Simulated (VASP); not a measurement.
A run of VASP 6.6.1 is set up as follows.

POSCAR

```
CsAg5TeS2
1.0
    6.6073760000     -0.7585660000      0.2960080000
    0.3462130000      5.9817480000      0.2306970000
   -0.8077690000     -0.3555760000      5.8608270000
Cs Te Ag S
1 1 5 2
Direct
    0.1712930000      0.0384270000      0.9544740000
    0.7818260000      0.5164340000      0.1086050000
    0.9472080000      0.8546780000      0.4329300000
    0.1662980000      0.4915800000      0.5982570000
    0.4810510000      0.8251340000      0.5026620000
    0.6719820000      0.9780100000      0.0813230000
    0.4954610000      0.3122550000      0.3807310000
    0.7423300000      0.1478660000      0.6895880000
    0.3925410000      0.5493730000      0.9888830000
```

File INCAR.step1:

```
SYSTEM = CsAg5TeS2
PREC = Accurate
ENCUT = 520
ISMEAR = -1
SIGMA = 0.1
LREAL = .FALSE.
LASPH = .TRUE.
NELM = 60
NBANDS = 51
GGA = PE
ALGO = Normal
EDIFF = 1E-4
LWAVE = .TRUE.
LCHARG = .FALSE.
```

Contents of INCAR.step2:

```
SYSTEM = CsAg5TeS2
PREC = Accurate
ENCUT = 520
EDIFF = 1E-6
ISMEAR = -1
SIGMA = 0.1
LREAL = .FALSE.
LASPH = .TRUE.
NELM = 60
ALGO = Normal
ISIF = 2
LWAVE = .FALSE.
LCHARG = .FALSE.
METAGGA = R2SCAN
LMIXTAU = .TRUE.
NBANDS = 51
ISTART = 1
```

KPOINTS

```
Automatic mesh
0
Gamma
  3 3 3
  0.5 0 0
```

Potentials or basis: VASP PAW PBE potentials, release 64 (Cs_sv, Te, Ag, S).

Command:

```console
$ cat potpaw_PBE.64/Cs_sv/POTCAR potpaw_PBE.64/Te/POTCAR potpaw_PBE.64/Ag/POTCAR potpaw_PBE.64/S/POTCAR > POTCAR
$ cp INCAR.step1 INCAR
$ mpirun -np 1 vasp_std > vasp.out
$ cp INCAR.step2 INCAR
$ mpirun -np 1 vasp_std > vasp.out
```

(1) Predict the largest force.

(2) Estimate the band gap on the k mesh.

(3) Predict the pressure.

## Answers

(1) 1.448 eV/Å.

(2) zero (bands 41 and 42 overlap by 0.11 eV).

(3) -1.7 GPa.

Caveat: the PAW data sets were made with another functional, which shifts forces and pressure a little; spin-orbit coupling is left out, which moves the levels of the heavy elements.
